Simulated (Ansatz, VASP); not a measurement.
# HfN: VASP beside Ansatz

File INCAR:

```
  ALGO = Normal
  EDIFF = 1E-6
  ENCUT = 520
  GGA = PS
  ISIF = 2
  ISMEAR = 0
  LASPH = T
  LCHARG = F
  LREAL = F
  LWAVE = F
  NBANDS = 23
  NELM = 100
  PREC = Accurate
  SIGMA = 0.15
```

The input KPOINTS:

```
k-points
0
Gamma
  18 18 10
```

Contents of POSCAR:

```
HfN
1.0
    3.1277073108     -0.0312770731      0.0000000000
   -1.5909403953      2.7243125233      0.0000000000
    0.0000000000      0.0000000000      5.3909359352
Hf N
2 2
Direct
    0.6666666667      0.3333333333      0.7500000000
    0.3333333333      0.6666666667      0.2500000000
    0.0000000000      0.0000000000      0.0000000000
    0.0000000000      0.0000000000      0.5000000000
```

Input for Ansatz:

```yaml
crystal:
  lattice:
    - [3.1277073108, -0.0312770731, 0.0]
    - [-1.5909403953, 2.7243125233, 0.0]
    - [0.0, 0.0, 5.3909359352]
  atoms:
    - { symbol: Hf, position: [0.6666666667, 0.3333333333, 0.75] }
    - { symbol: Hf, position: [0.3333333333, 0.6666666667, 0.25] }
    - { symbol: "N", position: [0.0, 0.0, 0.0] }
    - { symbol: "N", position: [0.0, 0.0, 0.5] }
basis:
  ecutwfc: 420
kpoints:
  mp_grid: { grid: [18, 18, 10] }
hamiltonian:
  xc: pbesol
scf:
  occupations: { method: gaussian, width: 0.15 }
output:
  forces: true
  stress: true
  eigenvalues: true
```

Change from the starting cell: strain -0.0200 x Voigt [0, 0, 0, 0, 0, 1], atoms carried along.

Alike in both runs: task single point; functional PBEsol; k mesh 18 × 18 × 10; occupations gaussian, width 0.15 eV; no spin polarisation.

```csv
,VASP,Ansatz
version,VASP 6.6.1,Ansatz 0.2.0
potentials or method,"VASP PAW PBE potentials, release 64 (Hf_pv, N), cutoff 520 eV","scalar-relativistic, plane waves, PAW"
valence electrons in the cell,30,62
```

VASP gave:

| Item | Value |
| --- | --- |
| gap on the k mesh at the Fermi level (eV) | none |
| pressure (GPa) | -2.0 |
| traceless stress, the component that is largest in VASP (GPa) | 4.00 |
| rms of the force components (eV/Å) | 0.010 |

Q: Estimate Ansatz's values.

A: gap on the k mesh at the Fermi level (eV): none; pressure (GPa): 0.0; traceless stress, the component that is largest in VASP (GPa): 3.99; rms of the force components (eV/Å): 0.009.

VASP's potentials were made for PBE, not for PBEsol. Atom by atom the forces differ by 0.002 eV/Å (rms over components). A gap of «none» marks a metal or a gap that the smearing closes. VASP's potentials hold 30 valence electrons a cell and Ansatz's 62, so a difference there can come from the potentials and not from the codes.

Spin-orbit coupling is off throughout.
